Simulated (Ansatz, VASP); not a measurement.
## Two plane-wave programs on MgB2

```
Mg B
1.0
     3.08500    0.00000    0.00000
    -1.54250    2.67169    0.00000
     0.00000    0.00000    3.52300
Mg B
1 2
Direct
  0.00000 0.00000 0.00000
  0.33333 0.66667 0.50000
  0.66667 0.33333 0.50000
```

Alike in both runs: task relaxation of cell and atoms; functional PBEsol; k mesh 12 × 12 × 8; occupations fermi-dirac, width 0.05 eV; no spin polarisation.

```csv
,VASP,Ansatz
version,VASP 6.6.1,Ansatz 0.2.0
potentials or method,"VASP PAW PBE potentials, release 64 (Mg, B)","PAW with Ansatz's default frozen-core files, scalar-relativistic"
plane-wave cutoff (eV),600,420
valence electrons in the cell,8,16
```

Ansatz gave:

| Property | Result |
| --- | --- |
| relaxed volume (Å³/atom) | 9.47 |
| relaxed length of the cell vector where the two differ most in proportion (Å) | 3.485 |

Task: Which values does VASP return?

Result: Relaxed volume (Å³/atom): 9.46; relaxed length of the cell vector where the two differ most in proportion (Å): 3.482.

VASP's potentials were made for PBE, not for PBEsol. VASP's potentials hold 8 valence electrons a cell and Ansatz's 16, so a difference there can come from the potentials and not from the codes.
